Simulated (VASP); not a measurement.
C, 4 atoms in the cell. The structure is monoclinic, space group C2/m (No. 12). Conventional cell: a = 4.269 Å, b = 2.466 Å, c = 3.942 Å, α = 90.00°, β = 120.47°, γ = 90.00°. C (site symmetry m) has 3 C at 1.42 Å within 1.9 Å.  This cell differs from its parent crystal: strain -0.0400 x Voigt [0, 0, 0, 1, 0, 0].

| Property | Result |
| --- | --- |
| Program | VASP 6.6.1 |
| Task | single point |
| Functional | PBE |
| Dispersion | D3(BJ) |
| Potentials or basis | VASP PAW PBE potentials, release 64 (C) |
| Cutoff | 520 eV |
| k mesh | 22 × 22 × 8 |
| Occupations | gaussian, width 0.15 eV |
| Spin | no spin polarisation |
| Dipole correction | no |
| Further INCAR settings | ALGO = Normal; EDIFF = 1e-06; NBANDS = 16 |

Potentials or basis: VASP PAW PBE potentials, release 64 (C).

Launch:

```sh
$ cat potpaw_PBE.64/C/POTCAR > POTCAR
$ mpirun -np 1 vasp_std > vasp.out
```

Hardware: 1 thread of Intel(R) Xeon(R) Platinum 8488C (Sapphire Rapids), with other jobs on the host.

Q: Estimate the wall time of this run.

A: It took 5.3 min on 1 thread of Intel(R) Xeon(R) Platinum 8488C (Sapphire Rapids) (shared host), peak memory 0.49 GiB. Counts: scf iterations 12, k points 1025.
